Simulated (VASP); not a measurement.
C, 4 atoms in the cell. It takes space group Fd-3m (No. 227, cubic). Conventional cell: a = 3.554 Å, b = 3.554 Å, c = 3.554 Å, α = 90.00°, β = 90.00°, γ = 90.00°. C (site symmetry -43m) has 4 C at 1.54 Å within 2.1 Å. 

```yaml
Program: VASP 6.6.1
Task: single point
Functional: PBEsol
Potentials_or_basis: VASP PAW PBE potentials, release 64 (C)
Cutoff: 520 eV
k_mesh: 10 × 7 × 10
Occupations: fermi-dirac, width 0.02 eV
Spin: no spin polarisation
Dipole_correction: no
Further_INCAR_settings: ALGO = Normal; EDIFF = 1e-06; NBANDS = 16
```

Potentials or basis: VASP PAW PBE potentials, release 64 (C).

Launch:

```bash
$ cat potpaw_PBE.64/C/POTCAR > POTCAR
$ mpirun -np 1 vasp_std > vasp.out
```

Hardware: 1 thread of AMD EPYC 7R13 (shared host).

How long does it take, and how much memory?

Run time: 35 s on 1 thread of AMD EPYC 7R13, on a shared host, peak memory 0.11 GiB. Counts: scf iterations 11, k points 84.
